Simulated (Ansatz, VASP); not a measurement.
**Two plane-wave programs on BN**

INCAR

```
SYSTEM = BN
ALGO = Normal ; EDIFF = 1E-6
ENCUT = 600 ; GGA_COMPAT = .FALSE.
ISIF = 2 ; ISMEAR = 0
LASPH = .TRUE. ; LCHARG = .TRUE.
LELF = .TRUE. ; LREAL = .FALSE.
LVHAR = .TRUE. ; LWAVE = .FALSE.
NBANDS = 11 ; NELM = 120
PREC = Accurate ; SIGMA = 0.05
```

Contents of KPOINTS:

```
k-points
0
G
  12 12 12
  0 0 0
```

POSCAR

```
BN
1.0
    1.3512115259      0.7801223382      3.6427691556
   -1.3512115259      0.7801223382      3.6427691556
    0.0000000000     -1.5602446764      3.6427691556
B N
1 1
Direct
    0.9996712000      0.9996712000      0.9996712000
    0.3327618000      0.3327618000      0.3327618000
```

Input for Ansatz:

```yaml
crystal:
  lattice:
    - [1.3512115259, 0.7801223382, 3.6427691556]
    - [-1.3512115259, 0.7801223382, 3.6427691556]
    - [0.0, -1.5602446764, 3.6427691556]
  atoms:
    - { symbol: B, position: [0.9996712, 0.9996712, 0.9996712] }
    - { symbol: "N", position: [0.3327618, 0.3327618, 0.3327618] }
basis:
  ecutwfc: 420
kpoints:
  mp_grid: { grid: [12, 12, 12] }
hamiltonian:
  xc: lda
scf:
  occupations: { method: gaussian, width: 0.05 }
output:
  forces: true
  stress: true
  eigenvalues: true
```

Change from the starting cell: strain +0.080 along x and y, +0.080 along z, atoms carried along.

Alike in both runs: task single point; functional LDA; k mesh 12 × 12 × 12; occupations gaussian, width 0.05 eV; no spin polarisation.

|  | VASP | Ansatz |
| --- | --- | --- |
| version | VASP 6.6.1 | Ansatz 0.2.0 |
| potentials or method | VASP PAW LDA potentials, release 64 (B, N), cutoff 600 eV | scalar-relativistic, plane waves, PAW |
| valence electrons in the cell | 8 | 8 |

|  | VASP | Ansatz | Ansatz less VASP |
| --- | --- | --- | --- |
| gap on the k mesh at the Fermi level (eV) | 3.78 | 3.79 | +0.010 |
| least direct gap on the mesh (eV) | 3.98 | 3.99 | +0.007 |
| pressure (GPa) | -39.3 | -39.4 | -0.12 |
| traceless stress, the component that is largest in VASP (GPa) | 37.68 | 37.97 | +0.285 |
| rms of the force components (eV/Å) | 0.008 | 0.008 | 0.0000 |

LDA's correlation is that of Perdew and Zunger in VASP and of Perdew and Wang (1992) in Ansatz. Atom by atom the forces differ by 0.000 eV/Å (rms over components). Both programs put the cell under strong tension, so it lies far from rest at this level.

Noted on VASP's run: the cell as given lies far from equilibrium.
